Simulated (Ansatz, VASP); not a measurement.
# ZnCu in VASP and in Ansatz

```xyz
2
Lattice="1.4003 -1.9962 0.0000 1.4003 1.9962 0.0000 0.0000 0.0000 4.6759" Properties=species:S:1:pos:R:3 pbc="T T T"
Zn    1.4003    0.0000    2.3380
Cu    0.0000    0.0000    0.0000
```

Alike in both runs: task single point; functional PBE; k mesh 22 × 22 × 14; occupations gaussian, width 0.15 eV; no spin polarisation.

|  | VASP | Ansatz |
| --- | --- | --- |
| version | VASP 6.6.1 | Ansatz 0.2.0 |
| potentials or method | VASP PAW PBE potentials, release 64 (Zn, Cu), cutoff 520 eV | scalar-relativistic, plane waves, PAW |
| valence electrons in the cell | 23 | 31 |

Ansatz gave:

* gap on the k mesh at the Fermi level (eV): none
* pressure (GPa): 4.1
* traceless stress, the component that is largest in VASP (GPa): -16.66

Problem. Which values does VASP return?

Solution. gap on the k mesh at the Fermi level (eV): none; pressure (GPa): 4.6; traceless stress, the component that is largest in VASP (GPa): -16.76.

A gap of «none» marks a metal or a gap that the smearing closes. The functional is the same, so the differences come from potentials, cutoffs and numerics. VASP's potentials hold 23 valence electrons a cell and Ansatz's 31, so a difference there can come from the potentials and not from the codes.
